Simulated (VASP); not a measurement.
# Sb in VASP: further runs, part 3 of 3

VASP 6.6.1.

### 4 Single point, PBE+D3(BJ) (layers slid over each other)

The input, INCAR:

```
SYSTEM = Sb
PREC = Accurate
ENCUT = 400
EDIFF = 1E-6
ISMEAR = 0
SIGMA = 0.05
LREAL = .False.
LASPH = .True.
NELM = 120
ALGO = Normal
ISIF = 2
LWAVE = .False.
LCHARG = .False.
LDIPOL = .True.
IDIPOL = 3
DIPOL = 0.5 0.5 0.388
GGA = PE
IVDW = 12
NBANDS = 38
GGA_COMPAT = .False.
NELMDL = -8
```

The input, KPOINTS:

```
regular mesh
0
Gamma
  9 9 1
  0 0 0
```

The input, POSCAR:

```
Sb
1.0
    4.0686848921      0.0000000000      0.0000000000
   -2.0343424461      3.5235844766      0.0000000000
    0.0000000000      0.0000000000     20.8000277116
Sb
4
Direct
    0.3333333333      0.6666666667      0.2956733491
    0.6666666667      0.3333333333      0.2163458656
    0.6666666667      1.0000000000      0.5600967399
    0.3333333333      1.3333333333      0.4807692564
```

Potentials or basis: VASP PAW PBE potentials, release 64 (Sb_d_GW).

Command:

```sh
> cat potpaw_PBE.64/Sb_d_GW/POTCAR > POTCAR
> mpirun -np 1 vasp_std > vasp.out
```

OUTCAR:

```text
SYSTEM = Sb
   PREC = Accurate
   ENCUT = 400
   EDIFF = 1E-6
   ISMEAR = 0
   LREAL = .False.
   LASPH = .True.
   NELM = 120
   ISIF = 2
   GGA = PE
   IVDW = 12
   NELMDL = -8
 IVDW          = 12

 ion  position               nearest neighbor table
   1  0.333  0.667  0.296-   2 2.87   2 2.87   2 2.87
   2  0.667  0.333  0.216-   1 2.87   1 2.87   1 2.87
   3  0.667  0.000  0.560-   4 2.87   4 2.87   4 2.87
   4  0.333  0.333  0.481-   3 2.87   3 2.87   3 2.87

  LATTYP: Found a hexagonal cell.
 ALAT       =     4.0686848921
 C/A-ratio  =     5.1122237930

  Lattice vectors:

 A1 = (   4.0686848921,   0.0000000000,   0.0000000000)
 A2 = (  -2.0343424461,   3.5235844766,   0.0000000000)
 A3 = (   0.0000000000,   0.0000000000,  20.8000277116)

Analysis of symmetry for initial positions (statically):
=====================================================================
 Subroutine PRICEL returns:
 Original cell was already a primitive cell.

 Routine SETGRP: Setting up the symmetry group for a
 hexagonal supercell.

 Subroutine GETGRP returns: Found  2 space group operations
 (whereof  1 operations were pure point group operations)
 out of a pool of 24 trial point group operations.

The static configuration has the point symmetry C_1 .
 The point group associated with its full space group is C_2 .

Analysis of symmetry for dynamics (positions and initial velocities):
=====================================================================
 Subroutine PRICEL returns:
 Original cell was already a primitive cell.

 Routine SETGRP: Setting up the symmetry group for a
 hexagonal supercell.

 Subroutine GETGRP returns: Found  2 space group operations
 (whereof  1 operations were pure point group operations)
 out of a pool of 24 trial point group operations.

The dynamic configuration has the point symmetry C_1 .
 The point group associated with its full space group is C_2 .

 Subroutine INISYM returns: Found  2 space group operations
 (whereof  1 operations are pure point group operations),
 and found     1 'primitive' translations

----------------------------------------------------------------------------------------

                                     Primitive cell

  volume of cell :     298.1966

  direct lattice vectors                    reciprocal lattice vectors
     4.068684892  0.000000000  0.000000000     0.245779663  0.141900954  0.000000000
    -2.034342446  3.523584477  0.000000000     0.000000000  0.283801909  0.000000000
     0.000000000  0.000000000 20.800027712     0.000000000  0.000000000  0.048076859

  length of vectors
     4.068684892  4.068684892 20.800027712     0.283801909  0.283801909  0.048076859

  position of ions in fractional coordinates (direct lattice)
     0.333333333  0.666666667  0.295673349
     0.666666667  0.333333333  0.216345866
     0.666666667  0.000000000  0.560096740
     0.333333333  0.333333333  0.480769256

  ion indices of the primitive-cell ions
   primitive index   ion index
                 1           1
                 2           2
                 3           3
                 4           4

----------------------------------------------------------------------------------------

 KPOINTS: regular mesh

[... 46 lines left out ...]
 -0.222222 -0.444444  0.000000      4.000000
  0.444444  0.333333  0.000000      4.000000
   k-points           NKPTS =     25   k-points in BZ     NKDIM =     25   number of bands    NBANDS=     38
   number of dos      NEDOS =    301   number of ions     NIONS =      4
   total plane-waves  NPLWV = 109760
   dimension x,y,z NGX =    28 NGY =   28 NGZ =  140
   dimension x,y,z NGXF=    56 NGYF=   56 NGZF=  280
   ions per type =               4
   NGX,Y,Z   is equivalent  to a cutoff of  11.44, 11.44, 11.19 a.u.
   NGXF,Y,Z  is equivalent  to a cutoff of  22.88, 22.88, 22.38 a.u.
 SYSTEM =  Sb
   PREC   = accura    normal or accurate (medium, high low for compatibility)
   ISTART =      0    job   : 0-new  1-cont  2-samecut
   ICHARG =      2    charge: 1-file 2-atom 10-const
   ISPIN  =      1    spin polarized calculation?
   LNONCOLLINEAR =      F non collinear calculations
   LSORBIT =      F    spin-orbit coupling
   LASPH  =      T    aspherical Exc in radial PAW
   ENCUT  =  400.0 eV  29.40 Ry    5.42 a.u.   6.63  6.63 33.92*2*pi/ulx,y,z
   NELM   =    120;   NELMIN=  2; NELMDL= -8     # of ELM steps
   EDIFF  = 0.1E-05   stopping-criterion for ELM
   LREAL  =      F    real-space projection
   EDIFFG = 0.1E-04   stopping-criterion for IOM
   NSW    =      0    number of steps for IOM
   IBRION =     -1    ionic relax: 0-MD 1-quasi-New 2-CG
   NFREE  =      0    steps in history (QN), initial steepest desc. (CG)
   ISIF   =      2    stress and relaxation
   ISYM   =      2    0-nonsym 1-usesym 2-fastsym
   POTIM  = 0.5000    time-step for ionic-motion
   TEBEG  =    0.0;   TEEND  =   0.0 temperature during run
   PSTRESS=    0.0 pullay stress
   NELECT =      60.0000    total number of electrons
   NUPDOWN=      -1.0000    fix difference up-down
   EMIN   =  10.00;   EMAX   =-10.00  energy-range for DOS
   EFERMI =   0.00;   METHOD = LEGACY
   ISMEAR =     0;   SIGMA  =   0.05  broadening in eV -4-tet -1-fermi 0-gaus
   EFERMI_NEDOS =   21; number of points for ismear=-14 and -15
   IALGO  =     38    algorithm
   IMIX   =      4    mixing-type and parameters
     AMIX     =   0.40;   BMIX     =  1.00
     AMIX_MAG =   1.60;   BMIX_MAG =  1.00
  volume/ion in A,a.u.               =      74.55       503.08
  Fermi-wavevector in a.u.,A,eV,Ry     =   0.959307  1.812828 12.521037  0.920270
  Thomas-Fermi vector in A             =   2.088492
   LORBIT       =      0    0 simple, 1 ext, 2 COOP (PROOUT), +10 PAW based schemes
   GGA     = PE    functional components
   LHFCALC =     F    Hartree Fock is set to
   AEXX    =    0.0000 exact exchange contribution
   IVDW    =    12    specifies the selected vdW correction
   LEPSILON=     F    determine dielectric tensor
   LRPA    =     F    only Hartree local field effects (RPA)
 non-spin polarized calculation
 Gauss-broadening in eV      SIGMA  =   0.05
  energy-cutoff  :      400.00
  volume of cell :      298.20
 maximum number of plane-waves:      5503
   NGX = 13   NGY = 13   NGZ = 67

 dipolmoment           0.000000      0.000000      0.000156 electrons x Angstroem

 number of electron      60.0000001 magnetization

 dipolmoment           0.000000      0.000000     -0.000037 electrons x Angstroem

 Free energy of the ion-electron system (eV)
  ---------------------------------------------------
  ext. energy  EPLUGINS =         0.00000000
  ---------------------------------------------------
  free energy    TOTEN  =       -16.29165731 eV

  energy without entropy =      -16.29165731  energy(sigma->0) =      -16.29165731

 E-fermi :  -0.5932     XC(G=0):  -4.9213

 val. band max:       -0.8549848368   @ k =   0.0000   0.0000   0.0000
 cond. band min:       0.0195384327   @ k =   0.3333  -0.0000   0.0000
 fundamental gap:      0.8745232694
 Fermi energy:        -0.5931731052

 k-point     1 :       0.0000    0.0000    0.0000
  band No.  band energies     occupation
      1     -29.5441      2.00000
      2     -29.5438      2.00000
      3     -29.5435      2.00000
      4     -29.5432      2.00000
      5     -29.4672      2.00000
      6     -29.4670      2.00000
[... 973 lines left out ...]
     37       5.0209      0.00000
     38       5.2621      0.00000

 [... further k-points ...]

------------------------ aborting loop because EDIFF is reached ----------------------------------------

 vacuum level on the upper side and lower side of the slab       (xc-potential included)        -0.312        -0.313

 Edisp (eV)   -1.16387

 E8    (eV) :    -0.5580

  FORCE on cell =-STRESS in cart. coord.  units (eV):
  Direction    XX          YY          ZZ          XY          YZ          ZX
  --------------------------------------------------------------------------------------
  -------------------------------------------------------------------------------------
  Total      -0.27127    -0.19248    -0.64806    -0.06824    -0.21452     0.12385
  in kB      -1.45752    -1.03418    -3.48194    -0.36662    -1.15260     0.66546
  external pressure =       -1.99 kB  Pullay stress =        0.00 kB

 VOLUME and BASIS-vectors are now :
 -----------------------------------------------------------------------------
  energy-cutoff  :      400.00
  volume of cell :      298.20
      direct lattice vectors                 reciprocal lattice vectors
     4.068684892  0.000000000  0.000000000     0.245779663  0.141900954  0.000000000
    -2.034342446  3.523584477  0.000000000     0.000000000  0.283801909  0.000000000
     0.000000000  0.000000000 20.800027712     0.000000000  0.000000000  0.048076859

 POSITION                                       TOTAL-FORCE (eV/Angst)
 -----------------------------------------------------------------------------------
     -0.00000      2.34906      6.15001        -0.017774      0.025863      0.075833
      2.03434      1.17453      4.50000        -0.006436      0.016070      0.011203
      2.71246      0.00000     11.65003         0.010699     -0.013609     -0.011203
      0.67811      1.17453     10.00001         0.013511     -0.028324     -0.075833
 -----------------------------------------------------------------------------------
    total drift:                               -0.000272     -0.000061     -0.001957

  FREE ENERGIE OF THE ION-ELECTRON SYSTEM (eV)
  ---------------------------------------------------
  free  energy   TOTEN  =       -17.4555320301 eV

  energy  without entropy=      -17.4555320301  energy(sigma->0) =      -17.45553203

 vacuum level on the upper side and lower side of the slab         3.604         3.605
```

OSZICAR:

```text
N       E                     dE             d eps       ncg     rms          rms(c)
DAV:   1     0.722195258238E+03    0.72220E+03   -0.19050E+04  2732   0.116E+04
DAV:   2     0.291030686967E+03   -0.43116E+03   -0.41512E+03  2898   0.228E+03
DAV:   3     0.637098210900E+02   -0.22732E+03   -0.22424E+03  3298   0.480E+02
[... 13 lines left out ...]
DAV:  17    -0.162915322939E+02   -0.45413E-04   -0.28123E-06  1870   0.878E-02    0.304E-03
DAV:  18    -0.162916105639E+02   -0.78270E-04   -0.53159E-06  1906   0.147E-01    0.138E-03
DAV:  19    -0.162916338314E+02   -0.23267E-04   -0.64667E-07  1708   0.719E-02    0.122E-03
DAV:  20    -0.162916567311E+02   -0.22900E-04   -0.25386E-06  1776   0.394E-02    0.795E-04
DAV:  21    -0.162916573053E+02   -0.57423E-06   -0.71205E-07  1474   0.317E-02
   1 F= -.17455532E+02 E0= -.17455532E+02  d E =-.547522E-15
```

stdout:

```text
POSCAR found type information on POSCAR Sb
 POSCAR found :  1 types and       4 ions
 scaLAPACK will be used
 LDA part: xc-table for (Slater+PW92), standard interpolation
 POSCAR, INCAR and KPOINTS ok, starting setup
 FFT: planning ... GRIDC
 FFT: planning ... GRID_SOFT
 FFT: planning ... GRID
 WAVECAR not read
 entering main loop
```

It took 11 min on 1 thread of AMD EPYC 7R43 (Zen 3), shared host; peak memory 0.37 GiB.

What came out:

| Quantity | Value |
| --- | --- |
| Free energy | -17.4555 eV |
| Largest force | 0.082 eV/Å |
| Band gap on the k mesh | 0.87 eV (least direct gap 1.45 eV) |
| Dispersion energy per atom | -0.291 eV |

Forces in eV/Å, atoms in the order of the input:
```
Sb  -0.018  0.026  0.076
Sb  -0.006  0.016  0.011
Sb   0.011 -0.014 -0.011
Sb   0.014 -0.028 -0.076
```

Levels at points of the mesh, in eV from the valence-band top:
```csv
k point,band 27,band 28,band 29,band 30,band 31,band 32,band 33,band 34
"(0.00, 0.00, 0.00)",-0.04,-0.04,-0.01,0.00,1.51,2.01,2.72,2.72
```

Caveat: the cell differs from its parent crystal (layers slid over each other); spin-orbit coupling is left out, which moves the levels of the heavy elements.

### 5 Single point, PBE+D3(BJ) (layers slid over each other)

The input, INCAR:

```
  PREC = Accurate
  ENCUT = 400
  EDIFF = 1E-6
  ISMEAR = 0
  SIGMA = 0.05
  LREAL = F
  LASPH = T
  NELM = 120
  ALGO = Normal
  ISIF = 2
  LWAVE = F
  LCHARG = F
  LDIPOL = T
  IDIPOL = 3
  DIPOL = 0.5 0.5 0.388
  GGA = PE
  IVDW = 12
  NBANDS = 38
  GGA_COMPAT = F
  NELMDL = -8
```

The input, KPOINTS:

```
regular mesh
0
Gamma
  9 9 1
```

POSCAR: that of step 4 with these lines changed.

```diff
@@ -10,3 +10,3 @@
     0.6666666667      0.3333333333      0.2163458656
-    0.6666666667      1.0000000000      0.5600967399
-    0.3333333333      1.3333333333      0.4807692564
+    0.6666666667      1.2222222222      0.5600967399
+    0.3333333333      1.5555555556      0.4807692564
```

Command:

```sh
> cat potpaw_PBE.64/Sb_d_GW/POTCAR > POTCAR
> mpirun -np 1 vasp_std > vasp.out
```

Wall time 3.4 min (1 thread of Intel Xeon 6975P-C (Granite Rapids), shared host); peak memory 0.41 GiB.

The run converged. Its results:

```yaml
Free_energy: -17.4047 eV
Largest_force: 0.044 eV/Å
Band_gap_on_the_k_mesh: 0.85 eV (least direct gap 1.35 eV)
Dispersion_energy_per_atom: -0.290 eV
```

Forces in eV/Å, atoms in the order of the input:
```
Sb  -0.015  0.026 -0.031
Sb  -0.007  0.013 -0.018
Sb   0.008 -0.013  0.018
Sb   0.015 -0.026  0.031
```

Levels at points of the mesh, in eV from the valence-band top:
| k point | band 26 | band 27 | band 28 | band 29 | band 30 | band 31 | band 32 | band 33 | band 34 | band 35 |
| --- | --- | --- | --- | --- | --- | --- | --- | --- | --- | --- |
| (0.00, 0.00, 0.00) | -0.19 | -0.07 | -0.06 | -0.01 | 0.00 | 1.51 | 2.00 | 2.68 | 2.69 | 2.80 |

Caveat: the cell differs from its parent crystal (layers slid over each other); spin-orbit coupling is left out, which moves the levels of the heavy elements.

### 6 The runs side by side

```csv
cell,gap on the mesh (eV),largest force (eV/Å)
"as given, atomic positions A",0.87,0.05
"as given, atomic positions B",0.87,0.11
"as given, atomic positions C",0.87,0.08
"as given, atomic positions D",0.85,0.04
```

Alike in all rows: task single point; level PBE+D3(BJ); potentials or basis VASP PAW PBE potentials, release 64 (Sb_d_GW); no spin polarisation; k mesh 9 × 9 × 1; cutoff (eV) 400; smearing gaussian 0.05 eV.

Caveats: spin-orbit coupling is left out, which moves the levels of the heavy elements.

Absolute energies hang on the potentials; compare differences alone.
